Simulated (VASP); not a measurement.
# Al (P6_3/mmc) in VASP: further runs, part 2 of 2

VASP 6.6.1. Earlier steps stand in the parts before.

### Step 3. Single point, PBEsol+D3(BJ) (biaxial strain in the a-b plane: +2.0 %, then relaxed in part)

INCAR

```
SYSTEM = Al
  ALGO = Fast
  EDIFF = 1E-6
  ENCUT = 520
  GGA = PS
  ISIF = 2
  ISMEAR = 0
  IVDW = 12
  LASPH = .TRUE.
  LCHARG = .FALSE.
  LREAL = .FALSE.
  LWAVE = .FALSE.
  NBANDS = 14
  NELM = 80
  PREC = Accurate
  SIGMA = 0.1
```

KPOINTS

```
k-points
0
G
  24 24 6
  0 0 0
```

POSCAR

```
Al
1.0
    2.8571406375      0.0000000000      0.0000000000
   -1.4285703188      2.4743563743      0.0000000000
    0.0000000000      0.0000000000      9.0620002020
Al
4
Direct
    0.0000000000      0.0000000000      0.0000000000
    0.3333333333      0.6666666667      0.2500000000
    0.0000000000      0.0000000000      0.5000000000
    0.6666666667      0.3333333333      0.7500000000
```

Potentials or basis: VASP PAW PBE potentials, release 64 (Al).

Started as:

```console
$ cat potpaw_PBE.64/Al/POTCAR > POTCAR
$ mpirun -np 1 vasp_std > vasp.out
```

OUTCAR:

```text
SYSTEM = Al
   EDIFF = 1E-6
   ENCUT = 520
   GGA = PS
   ISIF = 2
   ISMEAR = 0
   IVDW = 12
   LASPH = .TRUE.
   LREAL = .FALSE.
   NELM = 80
   PREC = Accurate
 IVDW          = 12

 ion  position               nearest neighbor table
   1  0.000  0.000  0.000-   2 2.80   4 2.80   4 2.80   2 2.80   4 2.80   2 2.80
   2  0.333  0.667  0.250-   1 2.80   3 2.80   1 2.80   3 2.80   1 2.80   3 2.80
   3  0.000  0.000  0.500-   2 2.80   4 2.80   4 2.80   2 2.80   4 2.80   2 2.80
   4  0.667  0.333  0.750-   1 2.80   3 2.80   1 2.80   3 2.80   1 2.80   3 2.80

  LATTYP: Found a hexagonal cell.
 ALAT       =     2.8571406375
 C/A-ratio  =     3.1717025347

  Lattice vectors:

 A1 = (   2.8571406375,   0.0000000000,   0.0000000000)
 A2 = (  -1.4285703188,   2.4743563743,   0.0000000000)
 A3 = (   0.0000000000,   0.0000000000,   9.0620002020)

Analysis of symmetry for initial positions (statically):
=====================================================================
 Subroutine PRICEL returns:
 Original cell was already a primitive cell.

 Routine SETGRP: Setting up the symmetry group for a
 hexagonal supercell.

 Subroutine GETGRP returns: Found 24 space group operations
 (whereof 12 operations were pure point group operations)
 out of a pool of 24 trial point group operations.

The static configuration has the point symmetry D_3d.
 The point group associated with its full space group is D_6h.

Analysis of symmetry for dynamics (positions and initial velocities):
=====================================================================
 Subroutine PRICEL returns:
 Original cell was already a primitive cell.

 Routine SETGRP: Setting up the symmetry group for a
 hexagonal supercell.

 Subroutine GETGRP returns: Found 24 space group operations
 (whereof 12 operations were pure point group operations)
 out of a pool of 24 trial point group operations.

The dynamic configuration has the point symmetry D_3d.
 The point group associated with its full space group is D_6h.

 Subroutine INISYM returns: Found 24 space group operations
 (whereof 12 operations are pure point group operations),
 and found     1 'primitive' translations

----------------------------------------------------------------------------------------

                                     Primitive cell

  volume of cell :      64.0646

  direct lattice vectors                    reciprocal lattice vectors
     2.857140638  0.000000000  0.000000000     0.350000272  0.202072751  0.000000000
    -1.428570319  2.474356374  0.000000000     0.000000000  0.404145502  0.000000000
     0.000000000  0.000000000  9.062000202     0.000000000  0.000000000  0.110350913

  length of vectors
     2.857140638  2.857140638  9.062000202     0.404145502  0.404145502  0.110350913

  position of ions in fractional coordinates (direct lattice)
     0.000000000  0.000000000  0.000000000
     0.333333333  0.666666667  0.250000000
     0.000000000  0.000000000  0.500000000
     0.666666667  0.333333333  0.750000000

  ion indices of the primitive-cell ions
   primitive index   ion index
                 1           1
                 2           2
                 3           3
                 4           4

----------------------------------------------------------------------------------------

[... 56 lines left out ...]
   ions per type =               4
   NGX,Y,Z   is equivalent  to a cutoff of  13.96, 13.96, 12.84 a.u.
   NGXF,Y,Z  is equivalent  to a cutoff of  27.93, 27.93, 25.68 a.u.
 SYSTEM =  Al
   PREC   = accura    normal or accurate (medium, high low for compatibility)
   ISTART =      0    job   : 0-new  1-cont  2-samecut
   ICHARG =      2    charge: 1-file 2-atom 10-const
   ISPIN  =      1    spin polarized calculation?
   LNONCOLLINEAR =      F non collinear calculations
   LSORBIT =      F    spin-orbit coupling
   LASPH  =      T    aspherical Exc in radial PAW
   ENCUT  =  520.0 eV  38.22 Ry    6.18 a.u.   5.31  5.31 16.85*2*pi/ulx,y,z
   NELM   =     80;   NELMIN=  2; NELMDL= -5     # of ELM steps
   EDIFF  = 0.1E-05   stopping-criterion for ELM
   LREAL  =      F    real-space projection
   EDIFFG = 0.1E-04   stopping-criterion for IOM
   NSW    =      0    number of steps for IOM
   IBRION =     -1    ionic relax: 0-MD 1-quasi-New 2-CG
   NFREE  =      0    steps in history (QN), initial steepest desc. (CG)
   ISIF   =      2    stress and relaxation
   ISYM   =      2    0-nonsym 1-usesym 2-fastsym
   POTIM  = 0.5000    time-step for ionic-motion
   TEBEG  =    0.0;   TEEND  =   0.0 temperature during run
   PSTRESS=    0.0 pullay stress
   NELECT =      12.0000    total number of electrons
   NUPDOWN=      -1.0000    fix difference up-down
   EMIN   =  10.00;   EMAX   =-10.00  energy-range for DOS
   EFERMI =   0.00;   METHOD = LEGACY
   ISMEAR =     0;   SIGMA  =   0.10  broadening in eV -4-tet -1-fermi 0-gaus
   EFERMI_NEDOS =   21; number of points for ismear=-14 and -15
   IALGO  =     68    algorithm
   IMIX   =      4    mixing-type and parameters
     AMIX     =   0.40;   BMIX     =  1.00
     AMIX_MAG =   1.60;   BMIX_MAG =  1.00
  volume/ion in A,a.u.               =      16.02       108.08
  Fermi-wavevector in a.u.,A,eV,Ry     =   0.936690  1.770088 11.937593  0.877388
  Thomas-Fermi vector in A             =   2.063725
   LORBIT       =      0    0 simple, 1 ext, 2 COOP (PROOUT), +10 PAW based schemes
   GGA     = PS    functional components
   LHFCALC =     F    Hartree Fock is set to
   AEXX    =    0.0000 exact exchange contribution
   IVDW    =    12    specifies the selected vdW correction
   LEPSILON=     F    determine dielectric tensor
   LRPA    =     F    only Hartree local field effects (RPA)
 non-spin polarized calculation
 RMM-DIIS sequential band-by-band and
 Gauss-broadening in eV      SIGMA  =   0.10
  energy-cutoff  :      520.00
  volume of cell :       64.06
 maximum number of plane-waves:      1748
 NGX is ok and might be reduce to    24
   NGX = 11   NGY = 11   NGZ = 33

 number of electron      12.0000000 magnetization

 Free energy of the ion-electron system (eV)
  ---------------------------------------------------
  ext. energy  EPLUGINS =         0.00000000
  ---------------------------------------------------
  free energy    TOTEN  =       -16.30087183 eV

  energy without entropy =      -16.29262623  energy(sigma->0) =      -16.29674903

 E-fermi :   8.2467     XC(G=0): -10.3661

 val. band max:        8.2417875058   @ k =   0.0833   0.0833   0.5000
 cond. band min:       8.2513067685   @ k =   0.3333   0.0833   0.0000
 fundamental gap:      0.0095192627
 Fermi energy:         8.2467397087

 k-point     1 :       0.0000    0.0000    0.0000
  band No.  band energies     occupation
      1      -3.0758      2.00000
      2      -1.2862      2.00000
      3      -1.2849      2.00000
      4       3.7179      2.00000
      5       4.2113      2.00000
      6      12.3136      0.00000
      7      12.3313      0.00000
      8      18.6761      0.00000
      9      18.6761      0.00000
     10      18.8845      0.00000
     11      18.8845      0.00000
     12      19.9073      0.00000
     13      19.9079      0.00000
     14      20.1163      0.00000
[... 377 lines left out ...]
      1       2.3871      2.00000
      2       3.3529      2.00000
      3       4.0116      2.00000
      4       4.0568      2.00000
      5       5.1422      2.00000
      6       5.2049      2.00000
      7       8.8659      0.00000
      8       9.5940      0.00000
      9       9.8916      0.00000
     10      10.4991      0.00000
     11      12.9192      0.00000
     12      14.3240      0.00000
     13      14.4800      0.00000
     14      15.6700      0.00000

 [... further k-points ...]

------------------------ aborting loop because EDIFF is reached ----------------------------------------

 Edisp (eV)   -1.30890

 E8    (eV) :    -0.8815

  FORCE on cell =-STRESS in cart. coord.  units (eV):
  Direction    XX          YY          ZZ          XY          YZ          ZX
  --------------------------------------------------------------------------------------
  -------------------------------------------------------------------------------------
  Total      -1.25170    -1.25170     0.03229     0.00000    -0.00000    -0.00000
  in kB     -31.30358   -31.30358     0.80744     0.00000    -0.00000    -0.00000
  external pressure =      -20.60 kB  Pullay stress =        0.00 kB

 VOLUME and BASIS-vectors are now :
 -----------------------------------------------------------------------------
  energy-cutoff  :      520.00
  volume of cell :       64.06
      direct lattice vectors                 reciprocal lattice vectors
     2.857140638  0.000000000  0.000000000     0.350000272  0.202072751  0.000000000
    -1.428570319  2.474356374  0.000000000     0.000000000  0.404145502  0.000000000
     0.000000000  0.000000000  9.062000202     0.000000000  0.000000000  0.110350913

 POSITION                                       TOTAL-FORCE (eV/Angst)
 -----------------------------------------------------------------------------------
      0.00000      0.00000      0.00000        -0.000000      0.000000      0.000000
     -0.00000      1.64957      2.26550         0.000000     -0.000000     -0.000000
      0.00000      0.00000      4.53100        -0.000000      0.000000      0.000000
      1.42857      0.82479      6.79650        -0.000000      0.000000     -0.000000
 -----------------------------------------------------------------------------------
    total drift:                               -0.000000      0.000000      0.000000

  FREE ENERGIE OF THE ION-ELECTRON SYSTEM (eV)
  ---------------------------------------------------
  free  energy   TOTEN  =       -17.6097760442 eV

  energy  without entropy=      -17.6015304393  energy(sigma->0) =      -17.60565324
```

OSZICAR:

```text
N       E                     dE             d eps       ncg     rms          rms(c)
DAV:   1     0.502604127720E+01    0.50260E+01   -0.41674E+03  6832   0.660E+02
DAV:   2    -0.157268141863E+02   -0.20753E+02   -0.19052E+02  8942   0.899E+01
DAV:   3    -0.164149385613E+02   -0.68812E+00   -0.67973E+00  9008   0.133E+01
DAV:   4    -0.164197916158E+02   -0.48531E-02   -0.48511E-02  8070   0.137E+00
DAV:   5    -0.164198446808E+02   -0.53065E-04   -0.53065E-04  9052   0.149E-01    0.288E+00
RMM:   6    -0.163486174170E+02    0.71227E-01   -0.74113E-03  6855   0.440E-01    0.166E+00
RMM:   7    -0.163013164057E+02    0.47301E-01   -0.18447E-02  7108   0.684E-01    0.207E-01
RMM:   8    -0.163008601269E+02    0.45628E-03   -0.10136E-03  7333   0.199E-01    0.252E-02
RMM:   9    -0.163008763646E+02   -0.16238E-04   -0.18332E-04  7909   0.941E-02    0.460E-02
RMM:  10    -0.163008787881E+02   -0.24235E-05   -0.17089E-05  8027   0.276E-02    0.118E-01
RMM:  11    -0.163008738657E+02    0.49224E-05   -0.40307E-06  7547   0.120E-02    0.626E-02
RMM:  12    -0.163008721231E+02    0.17426E-05   -0.85128E-07  5440   0.670E-03    0.226E-02
RMM:  13    -0.163008718315E+02    0.29162E-06   -0.27414E-07  4160   0.367E-03
   1 F= -.17609776E+02 E0= -.17605653E+02  d E =-.824560E-02
```

Run time: 64 s. Hardware: 1 thread of Intel Xeon 6975P-C (Granite Rapids), shared host; peak memory 0.31 GiB.

What came out:

```
Free energy                : -17.6098 eV
Pressure                   : -2.1 GPa
Band gap on the k mesh     : zero (bands 6 and 7 overlap by 6.02 eV)
Dispersion energy per atom : -0.327 eV
```

Stress tensor (GPa, compression positive):
```
-3.13  0.00  0.00
 0.00 -3.13  0.00
 0.00  0.00  0.08
```

Levels at points of the mesh, in eV from the Fermi level:
```tsv
k point	band 2	band 3	band 4	band 5	band 6	band 7	band 8	band 9	band 10	band 11
(0.00, 0.00, 0.00)	-9.53	-9.53	-4.53	-4.04	4.07	4.08	10.43	10.43	10.64	10.64
(0.50, 0.00, 0.00)	-5.36	-4.04	-3.95	-3.42	-3.32	0.87	1.32	1.64	1.93	5.39
(0.00, 0.00, 0.50)	-10.87	-7.33	-7.33	-0.45	-0.45	9.14	9.14	10.77	10.77	10.77
(0.50, 0.00, 0.50)	-5.05	-4.94	-4.94	-1.85	-1.85	-1.17	-1.17	4.93	4.93	5.00
```

Caveat: the cell differs from its parent crystal (biaxial strain in the a-b plane: +2.0 %, then relaxed in part); the PAW data sets were made with another functional, which shifts forces and pressure a little.
